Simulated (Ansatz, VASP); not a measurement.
Hg: VASP beside Ansatz

The input INCAR:

```
ALGO = Normal ; EDIFF = 1E-6
ENCUT = 550 ; GGA = CA
GGA_COMPAT = F ; ISIF = 2
ISMEAR = 0 ; LASPH = T
LCHARG = F ; LREAL = F
LWAVE = F ; NBANDS = 16
NELM = 120 ; PREC = Accurate
SIGMA = 0.02
```

KPOINTS

```
k-points
0
Gamma
  10 10 10
```

POSCAR

```
Hg
1.0
   -1.8767364354      1.8767364354      1.9168448550
    1.8767364354     -1.8767364354      1.9168448550
    1.8767364354      1.8767364354     -1.9168448550
Hg
1
Direct
    0.5000000000      0.5000000000      0.0000000000
```

Contents of input.yaml:

```yaml
crystal:
  lattice:
    - [-1.8767364354, 1.8767364354, 1.916844855]
    - [1.8767364354, -1.8767364354, 1.916844855]
    - [1.8767364354, 1.8767364354, -1.916844855]
  atoms:
    - { symbol: Hg, position: [0.5, 0.5, 0.0] }
hamiltonian:
  xc: lda
  pseudopotentials: { kind: paw }
kpoints:
  mp_grid: { grid: [10, 10, 10] }
scf:
  occupations: { method: gaussian, width: 0.02 }
output:
  forces: true
  stress: true
  eigenvalues: true
  write_density: true
  write_potential: true
  elf: true
  volumetric_format: npy
```

Alike in both runs: task single point; functional LDA; k mesh 10 × 10 × 10; occupations gaussian, width 0.02 eV; no spin polarisation.

|  | VASP | Ansatz |
| --- | --- | --- |
| version | VASP 6.6.1 | Ansatz 0.2.0 |
| potentials or method | VASP PAW LDA potentials, release 64 (Hg_sv_GW) | Ansatz PAW |
| plane-wave cutoff (eV) | 550 | 420 |
| valence electrons in the cell | 20 | 20 |

VASP gave:

| Property | Result |
| --- | --- |
| gap on the k mesh at the Fermi level (eV) | none |
| pressure (GPa) | -4.4 |
| traceless stress, the component that is largest in VASP (GPa) | 0.05 |

Question: What did Ansatz give for the same quantities?

Answer: gap on the k mesh at the Fermi level (eV): none; pressure (GPa): -4.2; traceless stress, the component that is largest in VASP (GPa): 0.04.

LDA's correlation is that of Perdew and Zunger in VASP and of Perdew and Wang (1992) in Ansatz. A gap of «none» marks a metal or a gap that the smearing closes.

Neither program's run includes spin-orbit coupling.
